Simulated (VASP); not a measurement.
A run of VASP 6.6.1:

File INCAR:

```
SYSTEM = Ti
ALGO     = Normal         ! electronic algorithm
EDIFF    = 1E-6           ! SCF threshold, eV
ENCUT    = 520            ! plane-wave cutoff, eV
ISIF     = 2              ! what is computed and relaxed
ISMEAR   = -1             ! smearing method
LASPH    = .True.         ! aspherical terms in the spheres
LCHARG   = .False.        ! write CHGCAR
LREAL    = .False.        ! projectors in reciprocal space
LWAVE    = .False.        ! write WAVECAR
NBANDS   = 12             ! bands
NELM     = 100            ! most SCF steps
PREC     = Accurate       ! precision mode
SIGMA    = 0.02           ! smearing width, eV
```

Contents of KPOINTS:

```
k-points
0
Gamma
  10 10 10
  0 0 0
```

Contents of POSCAR:

```
Ti
1.0
    0.0000000000      2.0698140295      2.0698140295
    2.0698140295      0.0000000000      2.0698140295
    2.0698140295      2.0698140295      0.0000000000
Ti
1
Direct
    0.0000000000      0.0000000000      0.0000000000
```

Potentials or basis: VASP PAW LDA potentials, release 64 (Ti_sv).

Run with:

```console
$ cat potpaw_LDA.64/Ti_sv/POTCAR > POTCAR
$ mpirun -np 1 vasp_std > vasp.out
```

Hardware: 1 thread of Intel(R) Xeon(R) 6975P-C (Granite Rapids), on a shared host.

Question: How long does it take, and how much memory?

Answer: It took 3.3 s on 1 thread of Intel(R) Xeon(R) 6975P-C (Granite Rapids), with other jobs on the host, peak memory 0.12 GiB. Counts: scf iterations 12, k points 47.
